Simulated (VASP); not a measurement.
# SiC (Moissanite) (P6_3mc) in VASP: vibrations by perturbation theory with PBE

Aim: the vibrations by perturbation theory of SiC (Moissanite) with PBE.

Program: VASP 6.6.1. These are calculated values, not measurements. Logs are shortened: lines on timing, memory, paths and dates and some standing lists are left out, and cuts for length are marked.

## (1) The cell of the first run

The structure is hexagonal, space group P6_3mc (No. 186). Conventional cell: a = 3.076 Å, b = 3.076 Å, c = 5.048 Å, α = 90.00°, β = 90.00°, γ = 120.00°. Si (site symmetry 3m) has 4 C at 1.87 to 1.94 Å within 2.5 Å. Within 2.5 Å of C (site symmetry 3m) lie 4 Si at 1.87 to 1.94 Å.

## (2) Vibrations by perturbation theory, PBE

Input file INCAR:

```
  ALGO = Normal
  EDIFF = 1E-8
  ENCUT = 520
  GGA = PE
  IBRION = 8
  ISIF = 2
  ISMEAR = 0
  LASPH = T
  LCHARG = F
  LEPSILON = T
  LREAL = F
  LWAVE = F
  NELM = 80
  NSW = 1
  PREC = Accurate
  SIGMA = 0.01
```

Input file KPOINTS:

```
k-points
0
Gamma
  6 6 4
```

Input file POSCAR:

```
SiC
1.0
    3.0760000000      0.0000000000      0.0000000000
   -1.5380000000      2.6638941400      0.0000000000
    0.0000000000      0.0000000000      5.0480000000
Si C
2 2
Direct
    0.3333333340      0.6666666679      0.0000000000
    0.6666666660      0.3333333321      0.5000000000
    0.3333333340      0.6666666679      0.3850000000
    0.6666666660      0.3333333321      0.8850000000
```

Potentials or basis: VASP PAW PBE potentials, release 64 (Si, C).

On the command line:

```sh
$ cat potpaw_PBE.64/Si/POTCAR potpaw_PBE.64/C/POTCAR > POTCAR
$ mpirun -np 1 vasp_std > vasp.out
```

OUTCAR:

```text
EDIFF = 1E-8
   ENCUT = 520
   GGA = PE
   IBRION = 8
   ISIF = 2
   ISMEAR = 0
   LASPH = T
   LEPSILON = T
   LREAL = F
   NELM = 80
   NSW = 1
   PREC = Accurate

 ion  position               nearest neighbor table
   1  0.333  0.667  0.000-   4 1.87   4 1.87   4 1.87   3 1.94   2 3.09   2 3.09   2 3.09   2 3.09
                             2 3.09   2 3.09
   2  0.667  0.333  0.500-   3 1.87   3 1.87   3 1.87   4 1.94   1 3.09   1 3.09   1 3.09   1 3.09
                             1 3.09   1 3.09
   3  0.333  0.667  0.385-   2 1.87   2 1.87   2 1.87   1 1.94
   4  0.667  0.333  0.885-   1 1.87   1 1.87   1 1.87   2 1.94

  LATTYP: Found a hexagonal cell.
 ALAT       =     3.0760000000
 C/A-ratio  =     1.6410923277

  Lattice vectors:

 A1 = (   3.0760000000,   0.0000000000,   0.0000000000)
 A2 = (  -1.5380000000,   2.6638941400,   0.0000000000)
 A3 = (   0.0000000000,   0.0000000000,   5.0480000000)

Analysis of symmetry for initial positions (statically):
=====================================================================
 Subroutine PRICEL returns:
 Original cell was already a primitive cell.

 Routine SETGRP: Setting up the symmetry group for a
 hexagonal supercell.

 Subroutine GETGRP returns: Found 12 space group operations
 (whereof  6 operations were pure point group operations)
 out of a pool of 24 trial point group operations.

The static configuration has the point symmetry C_3v.
 The point group associated with its full space group is C_6v.

Analysis of symmetry for dynamics (positions and initial velocities):
=====================================================================
 Subroutine PRICEL returns:
 Original cell was already a primitive cell.

 Routine SETGRP: Setting up the symmetry group for a
 hexagonal supercell.

 Subroutine GETGRP returns: Found 12 space group operations
 (whereof  6 operations were pure point group operations)
 out of a pool of 24 trial point group operations.

The dynamic configuration has the point symmetry C_3v.
 The point group associated with its full space group is C_6v.

 Subroutine INISYM returns: Found 12 space group operations
 (whereof  6 operations are pure point group operations),
 and found     1 'primitive' translations

----------------------------------------------------------------------------------------

                                     Primitive cell

  volume of cell :      41.3640

  direct lattice vectors                    reciprocal lattice vectors
     3.076000000  0.000000000  0.000000000     0.325097529  0.187695146  0.000000000
    -1.538000000  2.663894140  0.000000000     0.000000000  0.375390292  0.000000000
     0.000000000  0.000000000  5.048000000     0.000000000  0.000000000  0.198098257

  length of vectors
     3.076000000  3.075999998  5.048000000     0.375390292  0.375390292  0.198098257

  position of ions in fractional coordinates (direct lattice)
     0.333333334  0.666666668  0.000000000
     0.666666666  0.333333332  0.500000000
     0.333333334  0.666666668  0.385000000
     0.666666666  0.333333332  0.885000000

  ion indices of the primitive-cell ions
   primitive index   ion index
                 1           1
                 2           2
                 3           3
                 4           4

----------------------------------------------------------------------------------------

 KPOINTS: k-points

Automatic generation of k-mesh.
 Grid dimensions read from file:
 generate k-points for:    6    6    4

 Generating k-lattice:

  Cartesian coordinates                     Fractional coordinates (reciprocal lattice)
     0.054182922  0.031282524  0.000000000     0.166666667  0.000000000  0.000000000
     0.000000000  0.062565049  0.000000000     0.000000000  0.166666667  0.000000000
[... 461 lines left out ...]
  free energy    TOTEN  =        -0.77066402 eV

  energy without entropy =       -0.77066402

------------------------ aborting loop because EDIFF is reached ----------------------------------------

--------------------------------------- Ionic step        2  -------------------------------------------

------------------------ aborting loop because EDIFF is reached ----------------------------------------

--------------------------------------- Ionic step        3  -------------------------------------------

------------------------ aborting loop because EDIFF is reached ----------------------------------------

 PIEZOELECTRIC TENSOR FIELD DIRECTION 3  (e Angst)
 -----------------------------------------------------------------------------
     1.27515  0.00000  0.00000           (  0.05770  0.00000  0.00000)
    -0.00000  1.27515 -0.00000           (  0.00000  0.05770  0.00000)
     0.00000  0.00000 -1.99424           (  0.00000  0.00000 -0.12146)

 PIEZOELECTRIC TENSOR FIELD DIRECTION 3  (C/m^2)
 -----------------------------------------------------------------------------
     0.49391  0.00000  0.00000
    -0.00000  0.49391 -0.00000
     0.00000  0.00000 -0.77244

[... ionic steps 4 to 9 ...]

--------------------------------------- Ionic step       10  -------------------------------------------

------------------------ aborting loop because EDIFF is reached ----------------------------------------

[... ionic steps 11 to 11 ...]

--------------------------------------- Ionic step       12  -------------------------------------------

 Free energy of the ion-electron system (eV)
  ---------------------------------------------------
  ---------------------------------------------------
  free energy    TOTEN  =        -0.13530472 eV

  energy without entropy =       -0.13530472

------------------------ aborting loop because EDIFF is reached ----------------------------------------

 INTERNAL STRAIN TENSOR  FOR ION    3  DIRECTION 3   (eV/Angst):
 -----------------------------------------------------------------------------
     5.27906  0.00000 -0.00000
    -0.00000  5.27906  0.00000
     0.00000  0.00000 -6.66121

 MACROSCOPIC STATIC DIELECTRIC TENSOR (including local field effects in DFT)
 ------------------------------------------------------
           7.267424     0.000000     0.000000
          -0.000000     7.267424     0.000000
           0.000000     0.000000     7.360098
 ------------------------------------------------------

 PIEZOELECTRIC TENSOR (including local field effects)  for field in x, y, z        (e  Angst)
          XX          YY          ZZ          XY          YZ          ZX
  --------------------------------------------------------------------------------
  x     0.00000     0.00000     0.00000     0.00000     0.00000     1.45627
  y    -0.00000    -0.00000    -0.00000     0.00000     1.45627     0.00000
  z     1.27515     1.27515    -1.99424     0.00000     0.00000     0.00000

 PIEZOELECTRIC TENSOR (including local field effects)  for field in x, y, z        (C/m^2)
          XX          YY          ZZ          XY          YZ          ZX
  --------------------------------------------------------------------------------
  x     0.00000     0.00000     0.00000     0.00000     0.00000     0.56407
  y    -0.00000    -0.00000    -0.00000     0.00000     0.56407     0.00000
  z     0.49391     0.49391    -0.77244     0.00000     0.00000     0.00000

 BORN EFFECTIVE CHARGES (including local field effects) (in |e|, cummulative output)
 ---------------------------------------------------------------------------------
 ion    1
    1     2.69164     0.00000     0.00000
    2     0.00000     2.69164     0.00000
    3     0.00000     0.00000     2.90468
 ion    2
    1     2.69164     0.00000     0.00000
    2     0.00000     2.69164     0.00000
    3     0.00000    -0.00000     2.90468
 ion    3
    1    -2.69164     0.00000     0.00000
    2     0.00000    -2.69164     0.00000
    3     0.00000    -0.00000    -2.90468
 ion    4
    1    -2.69164     0.00000     0.00000
    2     0.00000    -2.69164     0.00000
    3     0.00000     0.00000    -2.90468

 INTERNAL STRAIN TENSOR FOR ION    4 for displacements in x,y,z  (eV/Angst):
          X           Y           Z          XY          YZ          ZX
  --------------------------------------------------------------------------------
  x     0.00000     0.00000     0.00000    11.03199     0.00000     5.57818
  y    11.03199   -11.03199     0.00000     0.00000     5.73335    -0.00000
  z     5.27906     5.27906    -6.66121     0.00000     0.00000    -0.00000

 SECOND DERIVATIVES (NOT SYMMETRIZED)
 ------------------------------------
               1X          1Y          1Z          2X          2Y          2Z          3X          3Y          3Z          4X          4Y          4Z
  1X   -21.831834    0.000000    0.000000    0.582433   -0.000000    0.000000    2.201651   -0.000000    0.000000   19.047750    0.000000   -0.000000
  1Y     0.000000  -21.831834    0.000000    0.000000    0.582433    0.000000   -0.000000    2.201651    0.000000    0.000000   19.047750    0.000000
  1Z     0.000000    0.000000  -23.509997    0.000000    0.000000    9.025204    0.000000   -0.000000    6.069537   -0.000000    0.000000    8.415257
  2X     0.582433   -0.000000    0.000000  -21.831834    0.000000    0.000000   19.047750    0.000000    0.000000    2.201651   -0.000000   -0.000000
  2Y     0.000000    0.582433    0.000000   -0.000000  -21.831834    0.000000   -0.000000   19.047750   -0.000000   -0.000000    2.201651    0.000000
  2Z     0.000000    0.000000    9.025204    0.000000   -0.000000  -23.509997    0.000000    0.000000    8.415257    0.000000    0.000000    6.069537
  3X     2.192019   -0.000000    0.000000   19.054764    0.000000   -0.000000  -21.336029   -0.000000   -0.000000    0.089245   -0.000000   -0.000000
  3Y    -0.000000    2.192019    0.000000    0.000000   19.054764    0.000000    0.000000  -21.336028    0.000000    0.000000    0.089245    0.000000
  3Z     0.000000    0.000000    6.043516    0.000000    0.000000    8.436750    0.000000   -0.000000  -20.824862   -0.000000   -0.000000    6.344596
  4X    19.054764   -0.000000    0.000000    2.192019    0.000000    0.000000    0.089245    0.000000    0.000000  -21.336029   -0.000000   -0.000000
  4Y     0.000000   19.054764    0.000000    0.000000    2.192019    0.000000    0.000000    0.089245    0.000000   -0.000000  -21.336028   -0.000000
  4Z     0.000000    0.000000    8.436750    0.000000    0.000000    6.043516    0.000000    0.000000    6.344596    0.000000   -0.000000  -20.824862

 Eigenvectors and eigenvalues of the dynamical matrix
 ----------------------------------------------------

   1 f  =   24.844431 THz   156.102166 2PiTHz  828.721026 cm-1   102.748266 meV
             X         Y         Z           dx          dy          dz
      0.000000  1.775929  0.000000    -0.387028   -0.000000   -0.000000
      1.538000  0.887965  2.524000    -0.387028   -0.000000   -0.000000
      0.000000  1.775929  1.943480     0.591785    0.000000    0.000000
      1.538000  0.887965  4.467480     0.591785    0.000000   -0.000000
[... 71 lines left out ...]
  12 f/i=    0.001468 THz     0.009226 2PiTHz    0.048979 cm-1     0.006073 meV
             X         Y         Z           dx          dy          dz
      0.000000  1.775929  0.000000     0.000000    0.000000    0.591768
      1.538000  0.887965  2.524000     0.000000    0.000000    0.591768
      0.000000  1.775929  1.943480     0.000000    0.000000    0.387054
      1.538000  0.887965  4.467480     0.000000    0.000000    0.387054

--------------------------------------------------------------------------------------------------------

 MACROSCOPIC STATIC DIELECTRIC TENSOR IONIC CONTRIBUTION
 ------------------------------------------------------
           2.983231     0.000000    -0.000000
           0.000000     2.983231     0.000000
          -0.000000     0.000000     5.097116
 ------------------------------------------------------

 ELASTIC MODULI CONTR FROM IONIC RELAXATION (kBar)
 Direction    XX          YY          ZZ          XY          YZ          ZX
 --------------------------------------------------------------------------------
 XX        -589.2839    290.8351    188.3278      0.0000     -0.0000      0.0000
 YY         290.8351   -589.2839    188.3278     -0.0000      0.0000      0.0000
 ZZ         188.3278    188.3278   -237.6780      0.0000      0.0000     -0.0000
 XY           0.0000     -0.0000      0.0000   -440.0595     -0.0000     -0.0000
 YZ          -0.0000      0.0000      0.0000     -0.0000   -104.3068     -0.0000
 ZX           0.0000      0.0000     -0.0000     -0.0000     -0.0000   -112.8171
 --------------------------------------------------------------------------------

 PIEZOELECTRIC TENSOR IONIC CONTR  for field in x, y, z        (C/m^2)
          XX          YY          ZZ          XY          YZ          ZX
  --------------------------------------------------------------------------------
  x     0.00000     0.00000    -0.00000    -0.00000    -0.00000    -0.54589
  y    -0.00000     0.00000     0.00000    -0.00000    -0.52489    -0.00000
  z    -0.82064    -0.82064     1.03569    -0.00000    -0.00000     0.00000
```

It took 2.8 min on 1 thread of Intel Xeon Platinum 8375C at 2.90GHz (Ice Lake), shared host; peak memory 0.24 GiB.

Results:

```
Electronic dielectric tensor (diagonal)                 : 7.27, 7.27, 7.36
Born charges (mean of the diagonal)                     : Si +2.76; C -2.76 e
Highest phonon frequency at Γ, LO-TO splitting left out : 829 cm⁻¹
```

Phonon frequencies in cm⁻¹ (negative: imaginary):
```csv
q point,frequencies
"(0.000, 0.000, 0.000)",0 0 0 260 260 558 684 787 796 796 829 829
```

Electronic dielectric tensor:
```
7.27 0.00 0.00
0.00 7.27 0.00
0.00 0.00 7.36
```

Born effective charge tensors (e):
atom 1, Si
```
2.69 0.00 0.00
0.00 2.69 0.00
0.00 0.00 2.90
```
atom 2, Si
```
2.69 0.00 0.00
0.00 2.69 0.00
0.00 0.00 2.90
```
atom 3, C
```
-2.69  0.00  0.00
 0.00 -2.69  0.00
 0.00  0.00 -2.90
```
atom 4, C
```
-2.69  0.00  0.00
 0.00 -2.69  0.00
 0.00  0.00 -2.90
```

Caveat: the k points lie up to 0.39 Å⁻¹ apart; the cell wasn't relaxed at this level first, which shifts response properties.
